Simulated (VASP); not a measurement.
# Zr3S2 (R32) in VASP: a series of runs

Zr3S2 is run at these levels: PBE; tasks: single point.

Program: VASP 6.6.1. These are calculated values, not measurements. Logs are shortened: lines on timing, memory, paths and dates and some standing lists are left out, and cuts for length are marked.

## Step 1: The cell of the first run

It takes space group R32 (No. 155, trigonal). The conventional cell has a = 6.080 Å, b = 6.080 Å, c = 9.919 Å, α = 90.00°, β = 90.00°, γ = 120.00°. Zr (site symmetry 2) has 4 S at 2.61 to 2.63 Å and 2 Zr at 3.31 Å within 3.4 Å. S (site symmetry 3) has 6 Zr at 2.61 to 2.63 Å and 1 S at 3.28 Å within 3.4 Å.

## Step 2: Single point, PBE (strain +0.050 along x and y, -0.050 along z)

The input, INCAR:

```
SYSTEM = Zr3S2
ALGO = Normal ; EDIFF = 1E-6
ENCUT = 520 ; GGA = PE
ISIF = 2 ; ISMEAR = 0
LASPH = .True. ; LCHARG = .False.
LREAL = .False. ; LWAVE = .False.
NBANDS = 32 ; NELM = 60
PREC = Accurate ; SIGMA = 0.15
```

The input, KPOINTS:

```
k-points
0
Gamma
  12 12 12
  0 0 0
```

The input, POSCAR:

```
Zr3S2
1.0
    3.0399724269      1.7551288991      3.3063555001
   -3.0399724269      1.7551288991      3.3063555001
    0.0000000000     -3.5102577980      3.3063555001
Zr S
3 2
Direct
    0.1621066357      0.8378933643      0.5000000000
    0.5000000000      0.1621066357      0.8378933643
    0.8378933643      0.5000000000      0.1621066357
    0.3347765468      0.3347765468      0.3347765468
    0.6652234532      0.6652234532      0.6652234532
```

Potentials or basis: VASP PAW PBE potentials, release 64 (Zr_sv, S).

On the command line:

```sh
cat potpaw_PBE.64/Zr_sv/POTCAR potpaw_PBE.64/S/POTCAR > POTCAR
mpirun -np 1 vasp_std > vasp.out
```

OUTCAR:

```text
SYSTEM = Zr3S2
   EDIFF = 1E-6
   ENCUT = 520
   GGA = PE
   ISIF = 2
   ISMEAR = 0
   LASPH = .True.
   LREAL = .False.
   NELM = 60
   PREC = Accurate

 ion  position               nearest neighbor table
   1  0.162  0.838  0.500-   4 2.61   5 2.61   5 2.63   4 2.63   3 3.31   2 3.31   3 3.49   2 3.49
                             3 3.49   2 3.49   3 3.56   2 3.56
   2  0.500  0.162  0.838-   4 2.61   5 2.61   4 2.63   5 2.63   1 3.31   3 3.31   3 3.49   3 3.49
                             1 3.49   1 3.49   1 3.56   3 3.56
   3  0.838  0.500  0.162-   5 2.61   4 2.61   5 2.63   4 2.63   1 3.31   2 3.31   2 3.49   2 3.49
                             1 3.49   1 3.49   1 3.56   2 3.56
   4  0.335  0.335  0.335-   2 2.61   3 2.61   1 2.61   1 2.63   2 2.63   3 2.63
   5  0.665  0.665  0.665-   3 2.61   2 2.61   1 2.61   1 2.63   3 2.63   2 2.63

  LATTYP: Found a trigonal (rhomboedric) cell.
 ALAT       =     4.8222294120
 COS(alpha) =     0.2051712834

  Lattice vectors:

 A1 = (   3.0399724269,   1.7551288991,   3.3063555001)
 A2 = (  -3.0399724269,   1.7551288991,   3.3063555001)
 A3 = (   0.0000000000,  -3.5102577980,   3.3063555001)

Analysis of symmetry for initial positions (statically):
=====================================================================
 Subroutine PRICEL returns:
 Original cell was already a primitive cell.

 Routine SETGRP: Setting up the symmetry group for a
 trigonal (rhombohedral) supercell.

 Subroutine GETGRP returns: Found  6 space group operations
 (whereof  6 operations were pure point group operations)
 out of a pool of 12 trial point group operations.

The static configuration has the point symmetry D_3 .

Analysis of symmetry for dynamics (positions and initial velocities):
=====================================================================
 Subroutine PRICEL returns:
 Original cell was already a primitive cell.

 Routine SETGRP: Setting up the symmetry group for a
 trigonal (rhombohedral) supercell.

 Subroutine GETGRP returns: Found  6 space group operations
 (whereof  6 operations were pure point group operations)
 out of a pool of 12 trial point group operations.

The dynamic configuration has the point symmetry D_3 .

 Subroutine INISYM returns: Found  6 space group operations
 (whereof  6 operations are pure point group operations),
 and found     1 'primitive' translations

----------------------------------------------------------------------------------------

[... 95 lines left out ...]
   LASPH  =      T    aspherical Exc in radial PAW
   ENCUT  =  520.0 eV  38.22 Ry    6.18 a.u.   8.97  8.97  8.97*2*pi/ulx,y,z
   NELM   =     60;   NELMIN=  2; NELMDL= -5     # of ELM steps
   EDIFF  = 0.1E-05   stopping-criterion for ELM
   LREAL  =      F    real-space projection
   EDIFFG = 0.1E-04   stopping-criterion for IOM
   NSW    =      0    number of steps for IOM
   IBRION =     -1    ionic relax: 0-MD 1-quasi-New 2-CG
   NFREE  =      0    steps in history (QN), initial steepest desc. (CG)
   ISIF   =      2    stress and relaxation
   ISYM   =      2    0-nonsym 1-usesym 2-fastsym
   POTIM  = 0.5000    time-step for ionic-motion
   TEBEG  =    0.0;   TEEND  =   0.0 temperature during run
   PSTRESS=    0.0 pullay stress
   NELECT =      48.0000    total number of electrons
   NUPDOWN=      -1.0000    fix difference up-down
   EMIN   =  10.00;   EMAX   =-10.00  energy-range for DOS
   EFERMI =   0.00;   METHOD = LEGACY
   ISMEAR =     0;   SIGMA  =   0.15  broadening in eV -4-tet -1-fermi 0-gaus
   EFERMI_NEDOS =   21; number of points for ismear=-14 and -15
   IALGO  =     38    algorithm
   IMIX   =      4    mixing-type and parameters
     AMIX     =   0.40;   BMIX     =  1.00
     AMIX_MAG =   1.60;   BMIX_MAG =  1.00
  volume/ion in A,a.u.               =      21.17       142.86
  Fermi-wavevector in a.u.,A,eV,Ry     =   1.257753  2.376809 21.523642  1.581943
  Thomas-Fermi vector in A             =   2.391397
   LORBIT       =      0    0 simple, 1 ext, 2 COOP (PROOUT), +10 PAW based schemes
   GGA     = PE    functional components
   LHFCALC =     F    Hartree Fock is set to
   AEXX    =    0.0000 exact exchange contribution
   IVDW    =     0    specifies the selected vdW correction
   LEPSILON=     F    determine dielectric tensor
   LRPA    =     F    only Hartree local field effects (RPA)
 non-spin polarized calculation
 Gauss-broadening in eV      SIGMA  =   0.15
  energy-cutoff  :      520.00
  volume of cell :      105.85
 maximum number of plane-waves:      2880
   NGX = 17   NGY = 17   NGZ = 17

 number of electron      48.0000000 magnetization

 Free energy of the ion-electron system (eV)
  ---------------------------------------------------
  ext. energy  EPLUGINS =         0.00000000
  ---------------------------------------------------
  free energy    TOTEN  =       -38.98856927 eV

  energy without entropy =      -38.94903352  energy(sigma->0) =      -38.96880139

 E-fermi :   8.4582     XC(G=0): -10.7221

 val. band max:        8.4538204624   @ k =   0.1667   0.1667   0.0833
 cond. band min:       8.4586124745   @ k =  -0.3333   0.0833   0.0000
 fundamental gap:      0.0047920122
 Fermi energy:         8.4581548640

 k-point     1 :       0.0000    0.0000    0.0000
  band No.  band energies     occupation
      1     -40.7601      2.00000
      2     -40.6984      2.00000
      3     -40.6984      2.00000
      4     -18.9287      2.00000
      5     -18.9287      2.00000
      6     -18.8710      2.00000
[... 829 lines left out ...]
     31      11.3062      0.00000
     32      11.7088      0.00000

 [... further k-points ...]
[... 5 lines left out ...]
  --------------------------------------------------------------------------------------
  -------------------------------------------------------------------------------------
  Total       -4.5367772     -4.5367772      0.8646297      0.0000000      0.0000000      0.0000000
  in kB      -68.6718230    -68.6718230     13.0876384      0.0000000      0.0000000      0.0000000
  external PRESSURE =     -41.4186692 kB  Pullay stress =       0.0000000 kB

 VOLUME and BASIS-vectors are now :
 -----------------------------------------------------------------------------
  energy-cutoff  :      520.00
  volume of cell :      105.85
      direct lattice vectors                 reciprocal lattice vectors
     3.039972427  1.755128899  3.306355500     0.164475176  0.094959787  0.100815939
    -3.039972427  1.755128899  3.306355500    -0.164475176  0.094959787  0.100815939
     0.000000000 -3.510257798  3.306355500     0.000000000 -0.189919574  0.100815939

 POSITION                                       TOTAL-FORCE (eV/Angst)
 -----------------------------------------------------------------------------------
     -2.05437      0.00000      4.95953         0.201829     -0.000000     -0.000000
      1.02719     -1.77914      4.95953        -0.100915      0.174789      0.000000
      1.02719      1.77914      4.95953        -0.100915     -0.174789      0.000000
      0.00000      0.00000      3.32067         0.000000     -0.000000     -0.145625
      0.00000      0.00000      6.59840         0.000000      0.000000      0.145625
 -----------------------------------------------------------------------------------
    total drift:                               -0.000000     -0.000000      0.000000

  FREE ENERGIE OF THE ION-ELECTRON SYSTEM (eV)
  ---------------------------------------------------
  free  energy   TOTEN  =       -38.9885692652 eV

  energy  without entropy=      -38.9490335165  energy(sigma->0) =      -38.96880139
```

OSZICAR:

```text
N       E                     dE             d eps       ncg     rms          rms(c)
DAV:   1     0.444098067092E+03    0.44410E+03   -0.24736E+04 12112   0.145E+03
DAV:   2    -0.479163973336E+01   -0.44889E+03   -0.43392E+03 14496   0.406E+02
DAV:   3    -0.381288887059E+02   -0.33337E+02   -0.32581E+02 18720   0.889E+01
DAV:   4    -0.409729430847E+02   -0.28441E+01   -0.28289E+01 18392   0.228E+01
DAV:   5    -0.410774094617E+02   -0.10447E+00   -0.10444E+00 17232   0.419E+00    0.216E+01
DAV:   6    -0.390437635323E+02    0.20336E+01   -0.63917E+00 14504   0.117E+01    0.969E+00
DAV:   7    -0.389966602586E+02    0.47103E-01   -0.13246E+00 19760   0.471E+00    0.353E+00
DAV:   8    -0.389923160917E+02    0.43442E-02   -0.22512E-01 14224   0.203E+00    0.710E-01
DAV:   9    -0.389880975546E+02    0.42185E-02   -0.39069E-02 15104   0.836E-01    0.302E-01
DAV:  10    -0.389886070703E+02   -0.50952E-03   -0.48425E-03 18160   0.474E-01    0.674E-02
DAV:  11    -0.389885761889E+02    0.30881E-04   -0.17624E-04 16280   0.843E-02    0.525E-02
DAV:  12    -0.389885682766E+02    0.79122E-05   -0.46916E-05 17904   0.400E-02    0.136E-02
DAV:  13    -0.389885692652E+02   -0.98859E-06   -0.30144E-06 13888   0.107E-02
   1 F= -.38988569E+02 E0= -.38968801E+02  d E =-.395357E-01
```

stdout:

```text
POSCAR found type information on POSCAR ZrS
 POSCAR found :  2 types and       5 ions
 scaLAPACK will be used
 LDA part: xc-table for (Slater+PW92), standard interpolation
 POSCAR, INCAR and KPOINTS ok, starting setup
 FFT: planning ... GRIDC
 FFT: planning ... GRID_SOFT
 FFT: planning ... GRID
 WAVECAR not read
 entering main loop
```

Wall time 11 min (1 thread of Oxide Virtual Turin-like, shared host); peak memory 0.53 GiB.

What came out:

```yaml
Free_energy: -38.9886 eV
Pressure: -4.1 GPa
Largest_force: 0.202 eV/Å
Band_gap_on_the_k_mesh: zero (band 24 reaches 8.64 eV, above the bottom of band 25 at 8.37 eV)
```

Forces in eV/Å, atoms in the order of the input:
```
Zr   0.202  0.000  0.000
Zr  -0.101  0.175  0.000
Zr  -0.101 -0.175  0.000
S    0.000  0.000 -0.146
S    0.000  0.000  0.146
```

Stress tensor (GPa, compression positive):
```
-6.87  0.00  0.00
 0.00 -6.87  0.00
 0.00  0.00  1.31
```

Levels at points of the mesh, in eV from the Fermi level:
```tsv
k point	band 22	band 23	band 24	band 25	band 26	band 27
(0.00, 0.00, 0.00)	-1.87	0.13	0.13	0.71	0.71	2.39
(0.50, 0.00, 0.00)	-0.94	-0.84	-0.74	-0.04	1.15	1.61
(0.50, 0.50, 0.00)	-1.35	-0.69	-0.13	0.39	0.70	1.60
(0.50, 0.50, 0.50)	-0.38	-0.38	0.06	0.25	0.25	0.96
```

Caveat: the cell differs from its parent crystal (strain +0.050 along x and y, -0.050 along z).

## Step 3: Single point, PBE (strain +0.000 along x and y, +0.050 along z)

The input, INCAR:

```
PREC     = Accurate       # precision mode
ENCUT    = 520            # plane-wave cutoff, eV
EDIFF    = 1E-6           # SCF threshold, eV
ISMEAR   = 0              # smearing method
SIGMA    = 0.15           # smearing width, eV
LREAL    = False          # projectors in reciprocal space
LASPH    = True           # aspherical terms in the spheres
NELM     = 100            # most SCF steps
ALGO     = Normal         # electronic algorithm
ISIF     = 2              # what is computed and relaxed
LWAVE    = False          # write WAVECAR
LCHARG   = False          # write CHGCAR
GGA      = PE             # functional
NBANDS   = 32             # bands
```

The input, KPOINTS:

```
Automatic mesh
0
Gamma
  12 12 12
```

POSCAR, as its differences from that of step 2:

```diff
@@ -2,5 +2,5 @@
 1.0
-    3.0399724269      1.7551288991      3.3063555001
-   -3.0399724269      1.7551288991      3.3063555001
-    0.0000000000     -3.5102577980      3.3063555001
+    2.8952118352      1.6715513324      3.6543929211
+   -2.8952118352      1.6715513324      3.6543929211
+    0.0000000000     -3.3431026648      3.6543929212
 Zr S
```

Potentials or basis: VASP PAW PBE potentials, release 64 (Zr_sv, S).

On the command line:

```sh
cat potpaw_PBE.64/Zr_sv/POTCAR potpaw_PBE.64/S/POTCAR > POTCAR
mpirun -np 1 vasp_std > vasp.out
```

Run time: 14 min. Hardware: 1 thread of Oxide Virtual Turin-like, shared host; peak memory 0.57 GiB.

It converged, with:

- Free energy: -39.1054 eV
- Pressure: -5.3 GPa
- Largest force: 0.053 eV/Å
- Band gap on the k mesh: zero (band 24 reaches 8.54 eV, above the bottom of band 25 at 8.24 eV)

Forces on the atoms (eV/Å):
```
Zr   0.053  0.000  0.000
Zr  -0.026  0.046  0.000
Zr  -0.026 -0.046  0.000
S    0.000  0.000 -0.019
S    0.000  0.000  0.019
```

Stress tensor (GPa, compression positive):
```
-3.71  0.00  0.00
 0.00 -3.71  0.00
 0.00  0.00 -8.59
```

Levels at points of the mesh, in eV from the Fermi level:
| k point | band 21 | band 22 | band 23 | band 24 | band 25 | band 26 | band 27 | band 28 |
| --- | --- | --- | --- | --- | --- | --- | --- | --- |
| (0.00, 0.00, 0.00) | -2.63 | -1.61 | 0.07 | 0.07 | 0.69 | 0.69 | 1.66 | 2.63 |
| (0.50, 0.00, 0.00) | -1.16 | -1.16 | -0.75 | -0.60 | -0.15 | 0.94 | 1.62 | 1.75 |
| (0.50, 0.50, 0.00) | -1.77 | -1.03 | -0.87 | -0.31 | -0.16 | 0.96 | 1.84 | 1.87 |
| (0.50, 0.50, 0.50) | -0.74 | -0.60 | -0.12 | -0.12 | 0.44 | 0.44 | 1.07 | 1.07 |

Caveat: the cell differs from its parent crystal (strain +0.000 along x and y, +0.050 along z).

## Step 4: Single point, PBE (strain +0.050 along x and y, +0.000 along z)

The input, INCAR:

```
PREC = Accurate
ENCUT = 520
EDIFF = 1E-7
ISMEAR = 0
SIGMA = 0.15
LREAL = F
LASPH = T
NELM = 80
ALGO = Normal
ISIF = 2
LWAVE = F
LCHARG = F
GGA = PE
NBANDS = 32
```

KPOINTS is that of step 3.

POSCAR, as its differences from that of step 3:

```diff
@@ -2,5 +2,5 @@
 1.0
-    2.8952118352      1.6715513324      3.6543929211
-   -2.8952118352      1.6715513324      3.6543929211
-    0.0000000000     -3.3431026648      3.6543929212
+    3.0399724269      1.7551288991      3.4803742106
+   -3.0399724269      1.7551288991      3.4803742106
+    0.0000000000     -3.5102577980      3.4803742107
 Zr S
```

On the command line:

```sh
cat potpaw_PBE.64/Zr_sv/POTCAR potpaw_PBE.64/S/POTCAR > POTCAR
mpirun -np 1 vasp_std > vasp.out
```

Wall time 23 min (1 thread of Oxide Virtual Turin-like, shared host); peak memory 0.58 GiB.

It converged, with:

```yaml
Free_energy: -38.8830 eV
Pressure: -9.3 GPa
Largest_force: 0.255 eV/Å
Band_gap_on_the_k_mesh: zero (band 24 reaches 8.10 eV, above the bottom of band 25 at 7.79 eV)
```

Forces in eV/Å, atoms in the order of the input:
```
Zr   0.255  0.000  0.000
Zr  -0.127  0.221  0.000
Zr  -0.127 -0.221  0.000
S    0.000  0.000 -0.048
S    0.000  0.000  0.048
```

Stress tensor (GPa, compression positive):
```
-10.37   0.00   0.00
  0.00 -10.37   0.00
  0.00   0.00  -7.09
```

Levels at points of the mesh, in eV from the Fermi level:
| k point | band 22 | band 23 | band 24 | band 25 | band 26 | band 27 |
| --- | --- | --- | --- | --- | --- | --- |
| (0.00, 0.00, 0.00) | -1.67 | 0.11 | 0.11 | 0.65 | 0.65 | 2.01 |
| (0.50, 0.00, 0.00) | -0.94 | -0.75 | -0.62 | -0.11 | 1.03 | 1.54 |
| (0.50, 0.50, 0.00) | -1.16 | -0.71 | -0.18 | 0.16 | 0.78 | 1.64 |
| (0.50, 0.50, 0.50) | -0.21 | -0.21 | -0.18 | 0.29 | 0.29 | 0.96 |

Caveat: the cell differs from its parent crystal (strain +0.050 along x and y, +0.000 along z).

## Step 5: Single point, PBE (strain +0.050 along x and y, +0.050 along z)

The input, INCAR:

```
PREC     = Accurate       # precision mode
ENCUT    = 520            # plane-wave cutoff, eV
EDIFF    = 1E-6           # SCF threshold, eV
ISMEAR   = 0              # smearing method
SIGMA    = 0.15           # smearing width, eV
LREAL    = F              # projectors in reciprocal space
LASPH    = T              # aspherical terms in the spheres
NELM     = 80             # most SCF steps
ALGO     = Normal         # electronic algorithm
ISIF     = 2              # what is computed and relaxed
LWAVE    = F              # write WAVECAR
LCHARG   = F              # write CHGCAR
GGA      = PE             # functional
NBANDS   = 32             # bands
```

The input, KPOINTS:

```
regular mesh
0
Gamma
  12 12 12
```

POSCAR, as its differences from that of step 4:

```diff
@@ -2,5 +2,5 @@
 1.0
-    3.0399724269      1.7551288991      3.4803742106
-   -3.0399724269      1.7551288991      3.4803742106
-    0.0000000000     -3.5102577980      3.4803742107
+    3.0399724269      1.7551288991      3.6543929211
+   -3.0399724269      1.7551288991      3.6543929211
+    0.0000000000     -3.5102577980      3.6543929212
 Zr S
```

On the command line:

```sh
cat potpaw_PBE.64/Zr_sv/POTCAR potpaw_PBE.64/S/POTCAR > POTCAR
mpirun -np 1 vasp_std > vasp.out
```

It took 21 min on 1 thread of Oxide Virtual Turin-like, shared host; peak memory 0.6 GiB.

It converged, with:

```
Free energy            : -38.5269 eV
Pressure               : -12.8 GPa
Largest force          : 0.270 eV/Å
Band gap on the k mesh : zero (band 24 reaches 7.55 eV, above the bottom of band 25 at 7.26 eV)
```

Forces in eV/Å, atoms in the order of the input:
```
Zr   0.270  0.000  0.000
Zr  -0.135  0.233  0.000
Zr  -0.135 -0.233  0.000
S    0.000  0.000 -0.019
S    0.000  0.000  0.019
```

Stress tensor (GPa, compression positive):
```
-12.61   0.00   0.00
  0.00 -12.61   0.00
  0.00   0.00 -13.17
```

Levels at points of the mesh, in eV from the Fermi level:
```
           k point  band 20  band 21  band 22  band 23  band 24  band 25  band 26  band 27  band 28  band 29
(0.00, 0.00, 0.00)    -3.87    -2.42    -1.49     0.07     0.07     0.61     0.61     1.66     2.30     2.30
(0.50, 0.00, 0.00)    -3.49    -1.08    -0.99    -0.67    -0.55    -0.14     0.92     1.46     1.53     2.09
(0.50, 0.50, 0.00)    -3.57    -1.52    -1.01    -0.76    -0.23    -0.01     0.83     1.62     1.73     1.82
(0.50, 0.50, 0.50)    -4.01    -0.66    -0.40    -0.12    -0.12     0.35     0.35     0.93     0.93     1.79
```

Caveat: the cell differs from its parent crystal (strain +0.050 along x and y, +0.050 along z).

## Step 6: The runs side by side

| cell | gap on the mesh (eV) | pressure (GPa) | largest force (eV/Å) |
| --- | --- | --- | --- |
| a = 4.822 Å, angles 78.2°, 5 atoms | none | -4.1 | 0.20 |
| a = 4.953 Å, angles 71.5°, 5 atoms | none | -5.3 | 0.05 |
| a = 4.943 Å, angles 75.9°, 5 atoms | none | -9.3 | 0.25 |
| a = 5.067 Å, angles 73.7°, 5 atoms | none | -12.8 | 0.27 |

Alike in all rows: task single point; level PBE; potentials or basis VASP PAW PBE potentials, release 64 (Zr_sv, S); no spin polarisation; k mesh 12 × 12 × 12; cutoff (eV) 520; smearing gaussian 0.15 eV.

Total energies depend on the potentials used, so only differences within one code and one set of settings carry meaning.
